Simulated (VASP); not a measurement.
AgCl: single point with PBE

Crystal: AgCl.

```xyz
2
Lattice="0.0000 2.7455 2.8044 2.7455 0.0000 2.8044 2.7455 2.7455 0.0000" Properties=species:S:1:pos:R:3 pbc="T T T"
Ag    0.0000    0.0000    0.0000
Cl    2.7455    2.7455    2.8044
```

This cell differs from its parent crystal: epitaxial xy strain -1.0%.

```json
{
  "Program": "VASP 6.6.1",
  "Task": "single point",
  "Functional": "PBE",
  "Potentials or basis": "VASP PAW PBE potentials, release 64 (Ag, Cl)",
  "Cutoff": "520 eV",
  "k mesh": "8 × 8 × 8",
  "Occupations": "fermi-dirac, width 0.02 eV",
  "Spin": "no spin polarisation"
}
```

| Item | Value |
| --- | --- |
| Pressure | 2.0 GPa |
| Band gap on the k mesh | 0.84 eV (least direct gap 3.21 eV) |

Stress tensor (GPa, compression positive):
```
2.16 0.00 0.00
0.00 2.16 0.00
0.00 0.00 1.58
```

Levels at points of the mesh, in eV from the valence-band top:
| k point | band 5 | band 6 | band 7 | band 8 | band 9 | band 10 | band 11 | band 12 | band 13 | band 14 |
| --- | --- | --- | --- | --- | --- | --- | --- | --- | --- | --- |
| (0.00, 0.00, 0.00) | -2.51 | -2.50 | -2.45 | -2.45 | -2.38 | 0.84 | 10.75 | 10.81 | 10.81 | 12.31 |
| (0.50, 0.00, 0.00) | -2.18 | -2.16 | -1.85 | -0.14 | 0.00 | 4.15 | 6.52 | 7.49 | 7.70 | 13.54 |
| (0.50, 0.50, 0.00) | -2.90 | -2.33 | -2.05 | -2.05 | -1.96 | 2.32 | 8.03 | 8.45 | 11.60 | 11.60 |
| (0.50, 0.00, 0.50) | -2.87 | -2.30 | -2.06 | -2.04 | -1.95 | 2.30 | 7.90 | 8.66 | 11.27 | 11.61 |

Run time: 46 s on 1 thread of Intel(R) Xeon(R) Platinum 8488C (Sapphire Rapids) (shared host), peak memory 0.19 GiB.

Caveat: the cell differs from its parent crystal (epitaxial xy strain -1.0%). A k mesh can miss the band edges.
